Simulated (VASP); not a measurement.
# Pb (I4_1/amd) in VASP: further runs

Pb is run at these levels: LDA; tasks: electric field gradients.

All numbers are computed with VASP 6.6.1; they aren't measurements. Logs are shortened: lines on timing, memory, paths and dates and some standing lists are left out, and cuts for length are marked.

## 1. The cell of the first run

Symmetry: I4_1/amd, No. 141, tetragonal system. Conventional cell: a = 4.815 Å, b = 4.815 Å, c = 6.878 Å, α = 90.00°, β = 90.00°, γ = 90.00°. Within 3.9 Å of Pb (site symmetry -4m2) lie 4 Pb at 2.96 Å.

This isn't the form of Pb at room conditions, which is fcc.

## 2. Electric field gradients, LDA (equal xx and yy strain of -1 %)

INCAR

```
PREC = Accurate ; ENCUT = 520
EDIFF = 1E-8 ; ISMEAR = -1
SIGMA = 0.05 ; LREAL = F
LASPH = T ; NELM = 60
ALGO = Normal ; ISIF = 2
LWAVE = F ; LCHARG = F
LEFG = T ; NBANDS = 21
```

KPOINTS

```
Automatic mesh
0
Gamma
  8 8 8
```

POSCAR

```
Pb
1.0
    0.0000000000      3.4046100549      3.4390000555
    3.4046100549      0.0000000000      3.4390000555
    3.4046100549      3.4046100549      0.0000000000
Pb
2
Direct
    0.0000000000      0.0000000000      0.0000000000
    0.2500000000      0.2500000000      0.2500000000
```

Potentials or basis: VASP PAW LDA potentials, release 64 (Pb_d).

On the command line:

```bash
$ cat potpaw_LDA.64/Pb_d/POTCAR > POTCAR
$ mpirun -np 1 vasp_std > vasp.out
```

OUTCAR:

```text
PREC = Accurate
   ENCUT = 520
   EDIFF = 1E-8
   ISMEAR = -1
   LREAL = F
   LASPH = T
   NELM = 60
   ISIF = 2

 ion  position               nearest neighbor table
   1  0.000  0.000  0.000-   2 2.96   2 2.96   2 2.96   2 2.96
   2  0.250  0.250  0.250-   1 2.96   1 2.96   1 2.96   1 2.96

  LATTYP: Found a body centered tetragonal cell.
 ALAT       =     4.8148457142
 C/A-ratio  =     1.4284985479

  Lattice vectors:

 A1 = (  -3.4046100549,   0.0000000000,   3.4390000555)
 A2 = (   3.4046100549,   0.0000000000,   3.4390000555)
 A3 = (   0.0000000000,   3.4046100549,  -3.4390000555)

Analysis of symmetry for initial positions (statically):
=====================================================================
 Subroutine PRICEL returns:
 Original cell was already a primitive cell.

 Routine SETGRP: Setting up the symmetry group for a
 body centered tetragonal supercell.

 Subroutine GETGRP returns: Found 16 space group operations
 (whereof  8 operations were pure point group operations)
 out of a pool of 16 trial point group operations.

The static configuration has the point symmetry D_2d.
 The point group associated with its full space group is D_4h.

Analysis of symmetry for dynamics (positions and initial velocities):
=====================================================================
 Subroutine PRICEL returns:
 Original cell was already a primitive cell.

 Routine SETGRP: Setting up the symmetry group for a
 body centered tetragonal supercell.

 Subroutine GETGRP returns: Found 16 space group operations
 (whereof  8 operations were pure point group operations)
 out of a pool of 16 trial point group operations.

The dynamic configuration has the point symmetry D_2d.
 The point group associated with its full space group is D_4h.

 Subroutine INISYM returns: Found 16 space group operations
 (whereof  8 operations are pure point group operations),
 and found     1 'primitive' translations

----------------------------------------------------------------------------------------

                                     Primitive cell

  volume of cell :      79.7254

  direct lattice vectors                    reciprocal lattice vectors
     0.000000000  3.404610055  3.439000056    -0.146859697  0.146859697  0.145391100
     3.404610055  0.000000000  3.439000056     0.146859697 -0.146859697  0.145391100
     3.404610055  3.404610055  0.000000000     0.146859697  0.146859697 -0.145391100

  length of vectors
     4.839224215  4.839224215  4.814845714     0.253523397  0.253523397  0.253523397

  position of ions in fractional coordinates (direct lattice)
     0.000000000  0.000000000  0.000000000
     0.250000000  0.250000000  0.250000000

  ion indices of the primitive-cell ions
   primitive index   ion index
                 1           1
                 2           2

----------------------------------------------------------------------------------------

 KPOINTS: Automatic mesh

Automatic generation of k-mesh.
 Grid dimensions read from file:
 generate k-points for:    8    8    8

 Generating k-lattice:

  Cartesian coordinates                     Fractional coordinates (reciprocal lattice)
    -0.018357462  0.018357462  0.018173887     0.125000000  0.000000000  0.000000000
     0.018357462 -0.018357462  0.018173887     0.000000000  0.125000000  0.000000000
     0.018357462  0.018357462 -0.018173887     0.000000000  0.000000000  0.125000000

  Length of vectors
     0.031690425  0.031690425  0.031690425

  Shift w.r.t. Gamma in fractional coordinates (k-lattice)
     0.000000000  0.000000000  0.000000000

 Subroutine IBZKPT returns following result:
 ===========================================

 Found     59 irreducible k-points:

 Following reciprocal coordinates:
            Coordinates               Weight
  0.000000  0.000000  0.000000      1.000000
  0.125000 -0.000000  0.000000      8.000000
  0.250000 -0.000000  0.000000      8.000000
  0.375000  0.000000  0.000000      8.000000
  0.500000 -0.000000  0.000000      4.000000
  0.125000  0.125000  0.000000      2.000000
[... 16 lines left out ...]
  0.250000 -0.000000  0.125000     16.000000
  0.375000  0.000000  0.125000     16.000000
 [... further k-points ...]
   k-points           NKPTS =     59   k-points in BZ     NKDIM =     59   number of bands    NBANDS=     21
   number of dos      NEDOS =    301   number of ions     NIONS =      2
   total plane-waves  NPLWV =  46656
   dimension x,y,z NGX =    36 NGY =   36 NGZ =   36
   dimension x,y,z NGXF=    72 NGYF=   72 NGZF=   72
   ions per type =               2
   NGX,Y,Z   is equivalent  to a cutoff of  12.37, 12.37, 12.43 a.u.
   NGXF,Y,Z  is equivalent  to a cutoff of  24.73, 24.73, 24.86 a.u.
 SYSTEM =  unknown system
   PREC   = accura    normal or accurate (medium, high low for compatibility)
   ISTART =      0    job   : 0-new  1-cont  2-samecut
   ICHARG =      2    charge: 1-file 2-atom 10-const
   ISPIN  =      1    spin polarized calculation?
   LNONCOLLINEAR =      F non collinear calculations
   LSORBIT =      F    spin-orbit coupling
   LASPH  =      T    aspherical Exc in radial PAW
   ENCUT  =  520.0 eV  38.22 Ry    6.18 a.u.   9.00  9.00  8.95*2*pi/ulx,y,z
   NELM   =     60;   NELMIN=  2; NELMDL= -5     # of ELM steps
   EDIFF  = 0.1E-07   stopping-criterion for ELM
   LREAL  =      F    real-space projection
   EDIFFG = 0.1E-06   stopping-criterion for IOM
   NSW    =      0    number of steps for IOM
   IBRION =     -1    ionic relax: 0-MD 1-quasi-New 2-CG
   NFREE  =      0    steps in history (QN), initial steepest desc. (CG)
   ISIF   =      2    stress and relaxation
   ISYM   =      2    0-nonsym 1-usesym 2-fastsym
   POTIM  = 0.5000    time-step for ionic-motion
   TEBEG  =    0.0;   TEEND  =   0.0 temperature during run
   PSTRESS=    0.0 pullay stress
   NELECT =      28.0000    total number of electrons
   NUPDOWN=      -1.0000    fix difference up-down
   EMIN   =  10.00;   EMAX   =-10.00  energy-range for DOS
   EFERMI =   0.00;   METHOD = LEGACY
   ISMEAR =    -1;   SIGMA  =   0.05  broadening in eV -4-tet -1-fermi 0-gaus
   EFERMI_NEDOS =   21; number of points for ismear=-14 and -15
   IALGO  =     38    algorithm
   IMIX   =      4    mixing-type and parameters
     AMIX     =   0.40;   BMIX     =  1.00
     AMIX_MAG =   1.60;   BMIX_MAG =  1.00
  volume/ion in A,a.u.               =      39.86       269.01
  Fermi-wavevector in a.u.,A,eV,Ry     =   1.155035  2.182700 18.151616  1.334106
  Thomas-Fermi vector in A             =   2.291667
   LORBIT       =      0    0 simple, 1 ext, 2 COOP (PROOUT), +10 PAW based schemes
   GGA     = CA    functional components
   LHFCALC =     F    Hartree Fock is set to
   AEXX    =    0.0000 exact exchange contribution
   IVDW    =     0    specifies the selected vdW correction
   LEPSILON=     F    determine dielectric tensor
   LRPA    =     F    only Hartree local field effects (RPA)
 non-spin polarized calculation
  energy-cutoff  :      520.00
  volume of cell :       79.73
 maximum number of plane-waves:      2172
   NGX = 17   NGY = 17   NGZ = 17

 number of electron      28.0000007 magnetization

 Free energy of the ion-electron system (eV)
  ---------------------------------------------------
  ext. energy  EPLUGINS =         0.00000000
  ---------------------------------------------------
  free energy    TOTEN  =        -7.89351482 eV

  energy without entropy =       -7.88954305  energy(sigma->0) =       -7.89152893

 E-fermi :   4.2847     XC(G=0):  -8.8489

 val. band max:        3.9862499566   @ k =   0.1250   0.1250   0.0000
 cond. band min:       4.2863235393   @ k =  -0.1250   0.0000   0.1250
 fundamental gap:      0.3000735827
 Fermi energy:         4.2847144306

 k-point     1 :       0.0000    0.0000    0.0000
  band No.  band energies     occupation
      1     -12.9628      2.00000
      2     -12.9628      2.00000
      3     -12.9567      2.00000
      4     -12.8789      2.00000
      5     -12.8759      2.00000
      6     -12.4284      2.00000
[... 13 lines left out ...]
     20      12.0944      0.00000
     21      12.2377      0.00000
[... 529 lines left out ...]
 k-point    24 :       0.3750    0.0000    0.1250
  band No.  band energies     occupation
      1     -13.0271      2.00000
      2     -13.0039      2.00000
      3     -12.9297      2.00000
      4     -12.7972      2.00000
      5     -12.7629      2.00000
      6     -12.5672      2.00000
[... 13 lines left out ...]
     20      11.7205      0.00000
     21      12.5756      0.00000

 [... further k-points ...]

------------------------ aborting loop because EDIFF is reached ----------------------------------------

  FORCE on cell =-STRESS in cart. coord.  units (eV):
  Direction    XX          YY          ZZ          XY          YZ          ZX
  --------------------------------------------------------------------------------------
  -------------------------------------------------------------------------------------
  Total       -0.0201745     -0.0201745     -0.0725844      0.0000000      0.0000000      0.0000000
  in kB       -0.4054311     -0.4054311     -1.4586686      0.0000000      0.0000000      0.0000000
  external PRESSURE =      -0.7565103 kB  Pullay stress =       0.0000000 kB

 VOLUME and BASIS-vectors are now :
 -----------------------------------------------------------------------------
  energy-cutoff  :      520.00
  volume of cell :       79.73
      direct lattice vectors                 reciprocal lattice vectors
     0.000000000  3.404610055  3.439000056    -0.146859697  0.146859697  0.145391100
     3.404610055  0.000000000  3.439000056     0.146859697 -0.146859697  0.145391100
     3.404610055  3.404610055  0.000000000     0.146859697  0.146859697 -0.145391100

 POSITION                                       TOTAL-FORCE (eV/Angst)
 -----------------------------------------------------------------------------------
      0.00000      0.00000      0.00000         0.000000      0.000000      0.000000
      1.70231      1.70231      1.71950         0.000000      0.000000     -0.000000
 -----------------------------------------------------------------------------------
    total drift:                                0.000000      0.000000      0.000000

  FREE ENERGIE OF THE ION-ELECTRON SYSTEM (eV)
  ---------------------------------------------------
  free  energy   TOTEN  =        -7.8935148210 eV

  energy  without entropy=       -7.8895430455  energy(sigma->0) =       -7.89152893

 Electric field gradients (V/A^2)
---------------------------------------------------------------------
 ion       V_xx      V_yy      V_zz      V_xy      V_xz      V_yz
---------------------------------------------------------------------
   1       4.514     4.514    -9.028    -0.000    -0.000    -0.000
   2       4.514     4.514    -9.028    -0.000    -0.000    -0.000
---------------------------------------------------------------------

 Electric field gradients after diagonalization (V/A^2)
 (convention: |V_zz| > |V_xx| > |V_yy|)
----------------------------------------------------------------------
 ion       V_xx      V_yy      V_zz     asymmetry (V_yy - V_xx)/ V_zz
----------------------------------------------------------------------
   1       4.515     4.514    -9.028       0.000
   2       4.515     4.514    -9.028       0.000
----------------------------------------------------------------------

           NMR quadrupolar parameters

 Cq : quadrupolar parameter    Cq=e*Q*V_zz/h
 eta: asymmetry parameters     (V_yy - V_xx)/ V_zz
 Q  : nuclear electric quadrupole moment in mb (millibarn)
----------------------------------------------------------------------
 ion       Cq(MHz)       eta       Q (mb)
----------------------------------------------------------------------
   1      -0.022       0.000       1.000
   2      -0.022       0.000       1.000
----------------------------------------------------------------------
```

Wall time 41 s (1 thread of AMD EPYC 9R45 (Zen 5), shared host); peak memory 0.19 GiB.

Results:

```yaml
Free_energy: -7.8935 eV
Pressure: -0.1 GPa
Band_gap_on_the_k_mesh: zero (bands 14 and 15 overlap by 1.17 eV)
Largest_electric_field_gradient_by_atom: Pb -9.0 V/Å²
```

Stress tensor (GPa, compression positive):
```
-0.04  0.00  0.00
 0.00 -0.04  0.00
 0.00  0.00 -0.15
```

Electric field gradients, principal values (V/Å²):
```
atom  least  middle  greatest (by size)
1 Pb  4.514   4.515              -9.028
2 Pb  4.514   4.515              -9.028
```

Caveat: the cell differs from its parent crystal (equal xx and yy strain of -1 %); without QUAD_EFG the Cq values of the log hold for a quadrupole moment of 1 mb, not for the nuclei; spin-orbit coupling is left out, which moves the levels of the heavy elements.

## 3. Electric field gradients, LDA (equal xx and yy strain of -1 %)

INCAR

```
SYSTEM = Pb
  PREC = Accurate
  ENCUT = 520
  EDIFF = 1E-8
  ISMEAR = -1
  SIGMA = 0.05
  LREAL = .False.
  LASPH = .True.
  NELM = 60
  ALGO = Normal
  ISIF = 2
  LWAVE = .False.
  LCHARG = .False.
  LEFG = .True.
  NBANDS = 21
```

KPOINTS

```
regular mesh
0
Gamma
  8 8 8
  0 0 0
```

POSCAR is that of step 2.

Potentials or basis: VASP PAW LDA potentials, release 64 (Pb_d).

On the command line:

```bash
$ cat potpaw_LDA.64/Pb_d/POTCAR > POTCAR
$ mpirun -np 1 vasp_std > vasp.out
```

OUTCAR:

```text
SYSTEM = Pb
   PREC = Accurate
   ENCUT = 520
   EDIFF = 1E-8
   ISMEAR = -1
   LREAL = .False.
   LASPH = .True.
   NELM = 60
   ISIF = 2

 ion  position               nearest neighbor table
   1  0.000  0.000  0.000-   2 2.96   2 2.96   2 2.96   2 2.96
   2  0.250  0.250  0.250-   1 2.96   1 2.96   1 2.96   1 2.96

  LATTYP: Found a body centered tetragonal cell.
 ALAT       =     4.8148457142
 C/A-ratio  =     1.4284985479

  Lattice vectors:

 A1 = (  -3.4046100549,   0.0000000000,   3.4390000555)
 A2 = (   3.4046100549,   0.0000000000,   3.4390000555)
 A3 = (   0.0000000000,   3.4046100549,  -3.4390000555)

Analysis of symmetry for initial positions (statically):
=====================================================================
 Subroutine PRICEL returns:
 Original cell was already a primitive cell.

 Routine SETGRP: Setting up the symmetry group for a
 body centered tetragonal supercell.

 Subroutine GETGRP returns: Found 16 space group operations
 (whereof  8 operations were pure point group operations)
 out of a pool of 16 trial point group operations.

The static configuration has the point symmetry D_2d.
 The point group associated with its full space group is D_4h.

Analysis of symmetry for dynamics (positions and initial velocities):
=====================================================================
 Subroutine PRICEL returns:
 Original cell was already a primitive cell.

 Routine SETGRP: Setting up the symmetry group for a
 body centered tetragonal supercell.

 Subroutine GETGRP returns: Found 16 space group operations
 (whereof  8 operations were pure point group operations)
[... 158 lines left out ...]
  band No.  band energies     occupation
      1     -12.9628      2.00000
      2     -12.9628      2.00000
      3     -12.9567      2.00000
      4     -12.8789      2.00000
      5     -12.8759      2.00000
      6     -12.4284      2.00000
[... 565 lines left out ...]
     20      11.7205      0.00000
     21      12.5756      0.00000

 [... further k-points ...]

------------------------ aborting loop because EDIFF is reached ----------------------------------------

  FORCE on cell =-STRESS in cart. coord.  units (eV):
  Direction    XX          YY          ZZ          XY          YZ          ZX
  --------------------------------------------------------------------------------------
  -------------------------------------------------------------------------------------
  Total       -0.0201745     -0.0201745     -0.0725844      0.0000000      0.0000000      0.0000000
  in kB       -0.4054311     -0.4054311     -1.4586686      0.0000000      0.0000000      0.0000000
  external PRESSURE =      -0.7565103 kB  Pullay stress =       0.0000000 kB

 VOLUME and BASIS-vectors are now :
 -----------------------------------------------------------------------------
  energy-cutoff  :      520.00
  volume of cell :       79.73
      direct lattice vectors                 reciprocal lattice vectors
     0.000000000  3.404610055  3.439000056    -0.146859697  0.146859697  0.145391100
     3.404610055  0.000000000  3.439000056     0.146859697 -0.146859697  0.145391100
     3.404610055  3.404610055  0.000000000     0.146859697  0.146859697 -0.145391100

 POSITION                                       TOTAL-FORCE (eV/Angst)
 -----------------------------------------------------------------------------------
      0.00000      0.00000      0.00000         0.000000      0.000000      0.000000
      1.70231      1.70231      1.71950         0.000000      0.000000     -0.000000
 -----------------------------------------------------------------------------------
    total drift:                                0.000000      0.000000      0.000000

  FREE ENERGIE OF THE ION-ELECTRON SYSTEM (eV)
  ---------------------------------------------------
  free  energy   TOTEN  =        -7.8935148210 eV

  energy  without entropy=       -7.8895430455  energy(sigma->0) =       -7.89152893

 Electric field gradients (V/A^2)
---------------------------------------------------------------------
 ion       V_xx      V_yy      V_zz      V_xy      V_xz      V_yz
---------------------------------------------------------------------
   1       4.514     4.514    -9.028    -0.000    -0.000    -0.000
   2       4.514     4.514    -9.028    -0.000    -0.000    -0.000
---------------------------------------------------------------------

 Electric field gradients after diagonalization (V/A^2)
 (convention: |V_zz| > |V_xx| > |V_yy|)
----------------------------------------------------------------------
 ion       V_xx      V_yy      V_zz     asymmetry (V_yy - V_xx)/ V_zz
----------------------------------------------------------------------
   1       4.515     4.514    -9.028       0.000
   2       4.515     4.514    -9.028       0.000
----------------------------------------------------------------------

           NMR quadrupolar parameters

 Cq : quadrupolar parameter    Cq=e*Q*V_zz/h
 eta: asymmetry parameters     (V_yy - V_xx)/ V_zz
 Q  : nuclear electric quadrupole moment in mb (millibarn)
----------------------------------------------------------------------
 ion       Cq(MHz)       eta       Q (mb)
----------------------------------------------------------------------
   1      -0.022       0.000       1.000
   2      -0.022       0.000       1.000
----------------------------------------------------------------------
```

stdout:

```text
POSCAR found type information on POSCAR Pb
 POSCAR found :  1 types and       2 ions
 scaLAPACK will be used
 LDA part: xc-table for (Slater(with rela. corr.)+CA(PZ))
 , standard interpolation
 POSCAR, INCAR and KPOINTS ok, starting setup
 FFT: planning ... GRIDC
 FFT: planning ... GRID_SOFT
 FFT: planning ... GRID
 WAVECAR not read
 entering main loop
ion   1

ion   2
```

It took 44 s on 1 thread of AMD EPYC 9R45 (Zen 5), shared host; peak memory 0.18 GiB.

Results:

```
Free energy                             : -7.8935 eV
Pressure                                : -0.1 GPa
Band gap on the k mesh                  : zero (bands 14 and 15 overlap by 1.17 eV)
Largest electric field gradient by atom : Pb -9.0 V/Å²
```

Electric field gradients, principal values (V/Å²):
```
atom  least  middle  greatest (by size)
1 Pb  4.514   4.515              -9.028
2 Pb  4.514   4.515              -9.028
```

Caveat: the cell differs from its parent crystal (equal xx and yy strain of -1 %); without QUAD_EFG the Cq values of the log hold for a quadrupole moment of 1 mb, not for the nuclei; spin-orbit coupling is left out, which moves the levels of the heavy elements.
